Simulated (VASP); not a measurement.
A run of VASP 6.6.1:

Contents of INCAR:

```
SYSTEM = HPt6
ALGO = Normal
DIPOL = 0.5 0.5 0.304
EDIFF = 1E-6
ENCUT = 520
GGA = PE
IDIPOL = 3
ISIF = 2
ISMEAR = 0
LASPH = .True.
LCHARG = .False.
LDIPOL = .True.
LREAL = .False.
LWAVE = .False.
NBANDS = 74
NELM = 80
PREC = Accurate
SIGMA = 0.1
```

File KPOINTS:

```
k-points
0
Gamma
  6 6 1
  0 0 0
```

File POSCAR:

```
HPt6
1.0
    5.6143281343      0.0000000000      0.0000000000
   -2.8071640672      4.8621507895      0.0000000000
    0.0000000000      0.0000000000     22.6192653717
Pt H
12 2
Direct
    0.3333333333      0.1666666667      0.1768404028
    0.3333333333      0.6666666667      0.1768404028
    0.8333333333      0.1666666667      0.1768404028
    0.8333333333      0.6666666667      0.1768404028
    0.1666666667      0.3333333333      0.2789526245
    0.1666666667      0.8333333333      0.2789526245
    0.6666666667      0.3333333333      0.2789526245
    0.6666666667      0.8333333333      0.2789526245
    0.0000000000      0.0000000000      0.3810585901
    0.0000000000      0.5000000000      0.3810585901
    0.5000000000      0.0000000000      0.3810585901
    0.5000000000      0.5000000000      0.3810585901
    0.1892758446      0.3785516892      0.4575420643
    0.3107241554      0.6214483108      0.4575420643
```

Potentials or basis: VASP PAW PBE potentials, release 64 (Pt, H).

The run is started by

```console
$ cat potpaw_PBE.64/Pt/POTCAR potpaw_PBE.64/H/POTCAR > POTCAR
$ mpirun -np 1 vasp_std > vasp.out
```

Hardware: 1 thread of Intel(R) Xeon(R) Platinum 8488C (Sapphire Rapids), with other jobs on the host.

Question: Estimate the wall time of this run.

Answer: Wall time 40 min on 1 thread of Intel(R) Xeon(R) Platinum 8488C (Sapphire Rapids), on a shared host, peak memory 0.86 GiB. Counts: scf iterations 36, k points 13.
